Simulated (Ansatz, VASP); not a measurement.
## One calculation of SiC, two programs

Contents of INCAR:

```
SYSTEM = SiC
PREC = Accurate ; ENCUT = 520
EDIFF = 1E-7 ; ISMEAR = 0
SIGMA = 0.05 ; LREAL = .False.
LASPH = .True. ; NELM = 100
ALGO = Normal ; ISIF = 2
LWAVE = .False. ; LCHARG = .False.
GGA = PE ; NBANDS = 26
```

Contents of KPOINTS:

```
Automatic mesh
0
Gamma
  12 12 4
  0 0 0
```

File POSCAR:

```
SiC
1.0
    3.1663000000      0.0000000000      0.0000000000
   -1.5831500000      2.7420962360      0.0000000000
    0.0000000000      0.0000000000      9.5889000000
Si C
4 4
Direct
    0.6666666667      0.3333333333      0.9378436843
    0.3333333333      0.6666666667      0.4378436843
    0.0000000000      0.0000000000      0.6878989045
    0.0000000000      0.0000000000      0.1878989045
    0.6666666667      0.3333333333      0.7498087506
    0.3333333333      0.6666666667      0.2498087506
    0.0000000000      0.0000000000      0.5004476606
    0.0000000000      0.0000000000      0.0004476606
```

Input for Ansatz:

```yaml
crystal:
  lattice:
    - [3.1663, 0.0, 0.0]
    - [-1.58315, 2.742096236, 0.0]
    - [0.0, 0.0, 9.5889]
  atoms:
    - { symbol: Si, position: [0.6666666667, 0.3333333333, 0.9378436843] }
    - { symbol: Si, position: [0.3333333333, 0.6666666667, 0.4378436843] }
    - { symbol: Si, position: [0.0, 0.0, 0.6878989045] }
    - { symbol: Si, position: [0.0, 0.0, 0.1878989045] }
    - { symbol: C, position: [0.6666666667, 0.3333333333, 0.7498087506] }
    - { symbol: C, position: [0.3333333333, 0.6666666667, 0.2498087506] }
    - { symbol: C, position: [0.0, 0.0, 0.5004476606] }
    - { symbol: C, position: [0.0, 0.0, 0.0004476606] }
basis:
  ecutwfc: 520.0
kpoints:
  mp_grid: { grid: [12, 12, 4] }
hamiltonian:
  xc: pbe
  pseudopotentials: { kind: paw, azcp: { folder: soft_1 } }
scf:
  occupations: { method: gaussian, width: 0.05 }
output:
  forces: true
  stress: true
  eigenvalues: true
```

Alike in both runs: task single point; functional PBE; k mesh 12 × 12 × 4; occupations gaussian, width 0.05 eV; no spin polarisation.

```csv
,VASP,Ansatz
version,VASP 6.6.1,Ansatz 0.2.0
potentials or method,"VASP PAW PBE potentials, release 64 (Si, C), cutoff 520 eV","scalar-relativistic, plane waves, PAW"
valence electrons in the cell,32,32
```

|  | VASP | Ansatz | Ansatz less VASP |
| --- | --- | --- | --- |
| gap on the k mesh at the Fermi level (eV) | 1.79 | 1.80 | +0.009 |
| least direct gap on the mesh (eV) | 2.91 | 2.92 | +0.005 |
| pressure (GPa) | 3.6 | 3.6 | +0.05 |
| traceless stress, the component that is largest in VASP (GPa) | 30.16 | 30.06 | -0.098 |
| rms of the force components (eV/Å) | 0.617 | 0.619 | +0.0014 |

Atom by atom the forces differ by 0.002 eV/Å (rms over components).
